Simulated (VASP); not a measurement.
**KBr: single point with RPBE+D3(BJ)**

The system is KBr.

```
Br K
1.0
     0.00000    3.00859    3.00859
     3.00859    0.00000    3.00859
     3.00859    3.00859    0.00000
Br K
1 1
Direct
  0.50000 0.50000 0.50000
  0.00000 0.00000 0.00000
```

| Property | Result |
| --- | --- |
| Program | VASP 6.6.1 |
| Task | single point |
| Functional | RPBE |
| Dispersion | D3(BJ) |
| Potentials or basis | VASP PAW PBE potentials, release 64 (Br, K_sv) |
| Cutoff | 520 eV |
| k mesh | 7 × 7 × 7 |
| Occupations | fermi-dirac, width 0.05 eV |
| Spin | no spin polarisation |
| Dipole correction | no |
| Further INCAR settings | ALGO = Normal; EDIFF = 1e-07; NBANDS = 15 |

```json
{
 "Pressure": "0.1 GPa",
 "Band gap on the k mesh": "5.66 eV, indirect (the least direct gap lies 1.0 meV higher)",
 "Dispersion energy per atom": "-1.387 eV"
}
```

Levels at points of the mesh, in eV from the valence-band top:
```csv
k point,band 5,band 6,band 7,band 8,band 9,band 10,band 11,band 12
"(0.00, 0.00, 0.00)",-10.87,0.00,0.00,0.00,5.66,7.67,7.67,7.67
```

Wall time 41 s on 1 thread of AMD EPYC 7571, on a shared host, peak memory 0.16 GiB.

Caveat: the PAW data sets were made with another functional, which shifts forces and pressure a little. A k mesh can miss the band edges.
